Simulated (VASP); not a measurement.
Crystal: GaN.

```
Ga N
1.0
     0.00000    2.25350    2.25350
     2.25350    0.00000    2.25350
     2.25350    2.25350    0.00000
Ga N
1 1
Cartesian
  0.0000 0.0000 0.0000
  3.3803 3.3803 3.3803
```

Base run:

```yaml
Program: VASP 6.6.1
Functional: PBE
Potentials_or_basis: VASP PAW PBE potentials, release 64 (Ga_d, N)
Cutoff: 600 eV
k_mesh: 6 × 6 × 6
Occupations: gaussian, width 0.1 eV
Spin: no spin polarisation
```

Its results: band gap on the k mesh 1.72 eV, direct; pressure 4.9 GPa.

Problem. The run is repeated on the same cell with these changes: hubbard terms from none to Ga d U = 4.1 eV. What comes out?

Solution. Band gap on the k mesh 2.05 eV, direct; pressure -6.1 GPa.

The U term pushes filled and empty states of the shell apart.

